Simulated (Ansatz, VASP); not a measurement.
## Two plane-wave programs on NaF

```
Na F
1.0
     0.00000    2.32330    2.35815
     2.32330    0.00000    2.35815
     2.32330    2.32330    0.00000
Na F
1 1
Direct
  0.00000 0.00000 0.00000
  0.50000 0.50000 0.50000
```

Change from the starting cell: strain +0.000 along x and y, +0.015 along z, atoms carried along.

Alike in both runs: task single point; functional r2SCAN; k mesh 8 × 8 × 8; occupations gaussian, width 0.05 eV; no spin polarisation.

|  | VASP | Ansatz |
| --- | --- | --- |
| version | VASP 6.6.1 | Ansatz 0.2.0 |
| potentials or method | VASP PAW PBE potentials, release 64 (Na_pv, F), cutoff 520 eV | scalar-relativistic, plane waves, PAW |
| valence electrons in the cell | 14 | 16 |

Ansatz gave:

```
gap on the k mesh at the Fermi level (eV)                     : 7.01
least direct gap on the mesh (eV)                             : 7.01
pressure (GPa)                                                : -2.3
traceless stress, the component that is largest in VASP (GPa) : -0.70
```

Task: Estimate VASP's values.

Result: gap on the k mesh at the Fermi level (eV): 7.04; least direct gap on the mesh (eV): 7.04; pressure (GPa): -2.8; traceless stress, the component that is largest in VASP (GPa): -0.68.

VASP's potentials were made for PBE, not for r2SCAN. VASP's potentials hold 14 valence electrons a cell and Ansatz's 16, so a difference there can come from the potentials and not from the codes.
